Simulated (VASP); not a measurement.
B2Te: relaxation of cell and atoms with PBE

B2Te:

```xyz
3
Lattice="4.6710 0.0000 0.0000 0.0000 4.6710 0.0000 0.0000 0.0000 2.7086" Properties=species:S:1:pos:R:3 pbc="T T T"
B     0.0000    2.3355    0.0000
B     2.3355    0.0000    0.0000
Te    0.0000    0.0000    0.0000
```

The cell was generated, and may not be a known phase.

```json
{
  "Program": "VASP 6.6.1",
  "Task": "relaxation of cell and atoms",
  "Functional": "PBE",
  "Potentials or basis": "VASP PAW PBE potentials, release 64 (B, Te)",
  "Cutoff": "600 eV",
  "k mesh": "10 × 10 × 16",
  "Occupations": "gaussian, width 0.1 eV",
  "Spin": "no spin polarisation",
  "Dipole correction": "no",
  "Further INCAR settings": "ALGO = Normal; EDIFF = 1e-06; IBRION = 2; EDIFFG = -0.01; NSW = 100; ISIF = 3"
}
```

```json
{
 "Relaxed volume": "19.88 Å³/atom",
 "Relaxed cell": "a = 4.658 Å, b = 4.658 Å, c = 2.749 Å, α = 90.00°, β = 90.00°, γ = 90.00°",
 "Space group after relaxing (to 0.1 Å)": "P4/mmm (No. 123)",
 "Energy gained by relaxing": "1.8 meV/atom",
 "Ionic steps": "6",
 "Pressure after relaxing": "0.0 GPa",
 "Band gap on the k mesh": "zero (bands 6 and 7 overlap by 3.25 eV)"
}
```

Step by step:
| step | energy change (eV) | largest force (eV/Å) | pressure (GPa) | volume (Å³) |
| --- | --- | --- | --- | --- |
| 1 | 0.0000 | 0.0000 | 0.62 | 59.10 |
| 2 | -0.0045 | 0.0000 | -0.07 | 59.75 |
| 3 | -0.0048 | 0.0000 | -0.29 | 59.97 |
| 4 | -0.0053 | 0.0000 | -0.08 | 59.72 |
| 5 | -0.0053 | 0.0000 | -0.07 | 59.71 |
| 6 | -0.0054 | 0.0000 | 0.01 | 59.64 |

Final structure:
```cif
data_structure
_symmetry_space_group_name_H-M 'P 1'
_symmetry_Int_Tables_number 1
_cell_length_a 4.6576
_cell_length_b 4.6576
_cell_length_c 2.7491
_cell_angle_alpha 90.000
_cell_angle_beta 90.000
_cell_angle_gamma 90.000
_cell_volume 59.64
loop_
_atom_site_label
_atom_site_type_symbol
_atom_site_fract_x
_atom_site_fract_y
_atom_site_fract_z
_atom_site_occupancy
B1 B 0.00000 0.50000 0.00000 1
B2 B 0.50000 0.00000 0.00000 1
Te1 Te 0.00000 0.00000 0.00000 1
```

Levels at points of the mesh, in eV from the Fermi level:
```tsv
k point	band 2	band 3	band 4	band 5	band 6	band 7	band 8	band 9	band 10
(0.00, 0.00, 0.00)	-6.47	-6.47	-5.75	-4.54	1.05	1.05	3.04	5.53	6.05
(0.50, 0.00, 0.00)	-9.07	-6.25	-5.09	-0.28	-0.01	1.42	2.40	3.69	5.11
(0.50, 0.50, 0.00)	-8.88	-8.88	-2.61	0.27	2.32	2.32	2.51	2.85	5.14
(0.00, 0.00, 0.50)	-7.50	-4.34	-4.34	-3.05	-0.85	-0.83	-0.14	2.62	2.62
(0.50, 0.00, 0.50)	-7.16	-6.43	-4.14	-2.18	-2.16	-0.38	1.68	1.99	3.79
(0.50, 0.50, 0.50)	-6.80	-6.26	-6.26	-2.05	-2.05	-0.20	1.58	4.05	5.30
```

Wall time 2.1 min on 1 thread of AMD EPYC 9R45 (Zen 5) (shared host), peak memory 0.28 GiB.

Caveat: spin-orbit coupling is left out, which moves the levels of the heavy elements.
